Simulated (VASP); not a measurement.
Set up this calculation in VASP 6.6.1, as the native input.

* Task: single point
* Functional: r2SCAN
* Potentials or basis: VASP PAW PBE potentials, release 64 (Os)
* Cutoff: 520 eV
* k mesh: 20 × 20 × 20
* Occupations: gaussian, width 0.15 eV
* Spin: no spin polarisation
* Dipole correction: no
* Further INCAR settings: ALGO = Normal; EDIFF = 1e-07; NBANDS = 10

The system is Os.

```
Os
1.0
     0.00000    1.97418    1.97418
     1.97418    0.00000    1.97418
     1.97418    1.97418    0.00000
Os
1
Direct
  0.00000 0.00000 0.00000
```

This cell differs from its parent crystal: strain +0.015 along x and y, +0.015 along z.

The input as run:

POSCAR

```
Os
1.0
    0.0000000000      1.9741750000      1.9741750000
    1.9741750000      0.0000000000      1.9741750000
    1.9741750000      1.9741750000      0.0000000000
Os
1
Direct
    0.0000000000      0.0000000000      0.0000000000
```

INCAR.step1

```
PREC = Accurate
ENCUT = 520
ISMEAR = 0
SIGMA = 0.15
LREAL = False
LASPH = True
NELM = 80
NBANDS = 10
GGA = PE
ALGO = Normal
EDIFF = 1E-4
LWAVE = True
LCHARG = False
```

INCAR.step2

```
PREC = Accurate
ENCUT = 520
EDIFF = 1E-7
ISMEAR = 0
SIGMA = 0.15
LREAL = False
LASPH = True
NELM = 80
ALGO = Normal
ISIF = 2
LWAVE = False
LCHARG = True
METAGGA = R2SCAN
LMIXTAU = True
LELF = True
LVHAR = True
NBANDS = 10
ISTART = 1
```

KPOINTS

```
regular mesh
0
Gamma
  20 20 20
```

Potentials or basis: VASP PAW PBE potentials, release 64 (Os).

Command:

```sh
$ cat potpaw_PBE.64/Os/POTCAR > POTCAR
$ cp INCAR.step1 INCAR
$ mpirun -np 1 vasp_std > vasp.out
$ cp INCAR.step2 INCAR
$ mpirun -np 1 vasp_std > vasp.out
```

It gave:

```
Pressure               : -30.0 GPa
Band gap on the k mesh : zero (bands 4 and 5 overlap by 3.60 eV)
```

Caveat: the cell differs from its parent crystal (strain +0.015 along x and y, +0.015 along z); the cell stands under tension; the PAW data sets were made with another functional, which shifts forces and pressure a little; spin-orbit coupling is left out, which moves the levels of the heavy elements.

Run time: 99 s on 1 thread of Intel(R) Xeon(R) 6975P-C (Granite Rapids), with other jobs on the host, peak memory 0.17 GiB.
